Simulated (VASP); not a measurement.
Set up this calculation in VASP 6.6.1, as the native input.

```yaml
Task: single point
Functional: PBE
Potentials_or_basis: VASP PAW PBE potentials, release 64 (Sb)
Cutoff: 520 eV
k_mesh: 24 × 24 × 24
Occupations: gaussian, width 0.15 eV
Spin: no spin polarisation
Dipole_correction: no
Further_INCAR_settings: ALGO = Normal; EDIFF = 1e-07; NBANDS = 8
```

The structure of Sb lies in POSCAR:

```
Sb
1.0
   -1.6982764303      1.6982764303      2.3370776934
    1.6982764303     -1.6982764303      2.3370776934
    1.6982764303      1.6982764303     -2.3370776934
Sb
1
Direct
    0.0000000000      0.0000000000      0.0000000000
```

This cell differs from its parent crystal: ratio of the length along z to the lengths across it x 0.8, volume and fractional coordinates fixed.

These files were run (other wordings do the same):

INCAR

```
PREC     = Accurate       # precision mode
ENCUT    = 520            # plane-wave cutoff, eV
EDIFF    = 1E-7           # SCF threshold, eV
ISMEAR   = 0              # smearing method
SIGMA    = 0.15           # smearing width, eV
LREAL    = F              # projectors in reciprocal space
LASPH    = T              # aspherical terms in the spheres
NELM     = 100            # most SCF steps
ALGO     = Normal         # electronic algorithm
ISIF     = 2              # what is computed and relaxed
LWAVE    = F              # write WAVECAR
LCHARG   = F              # write CHGCAR
GGA      = PE             # functional
NBANDS   = 8              # bands
```

KPOINTS

```
Automatic mesh
0
Gamma
  24 24 24
```

Potentials or basis: VASP PAW PBE potentials, release 64 (Sb).

Run with:

```console
$ cat potpaw_PBE.64/Sb/POTCAR > POTCAR
$ mpirun -np 1 vasp_std > vasp.out
```

It gave:

```yaml
Pressure: 1.0 GPa
Band_gap_on_the_k_mesh: zero (an odd number of electrons rules out a gap without spin polarisation)
```

Caveat: spin-orbit coupling is left out, which moves the levels of the heavy elements.

Wall time 5.6 min on 1 thread of Intel Xeon 8259CL, on a shared host, peak memory 0.35 GiB.
